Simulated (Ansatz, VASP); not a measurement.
# One calculation of Be, two programs

```
CELL_PARAMETERS angstrom
2.25394 0.00000 0.00000
-1.12697 1.95197 0.00000
0.00000 0.00000 7.18186
ATOMIC_POSITIONS crystal
Be 0.00000 0.00000 0.00000
Be 0.33333 0.66667 0.25000
Be 0.00000 0.00000 0.50000
Be 0.66667 0.33333 0.75000
```

Alike in both runs: functional PBE; k mesh 12 × 12 × 4; occupations gaussian, width 0.1 eV; no spin polarisation.

Ansatz relaxed the structure, and its values are those at the end. VASP's run is a single point on that final structure, the one shown.

|  | VASP | Ansatz |
| --- | --- | --- |
| version | VASP 6.6.1 | Ansatz 0.2.0 |
| potentials or method | VASP PAW PBE potentials, release 64 (Be), cutoff 520 eV | scalar-relativistic, plane waves, PAW |
| valence electrons in the cell | 8 | 8 |

```csv
,VASP,Ansatz,Ansatz less VASP
gap on the k mesh at the Fermi level (eV),none,none,-
pressure (GPa),0.1,0.0,-0.15
```

A gap of «none» marks a metal or a gap that the smearing closes. The functional is the same, so the differences come from potentials, cutoffs and numerics.
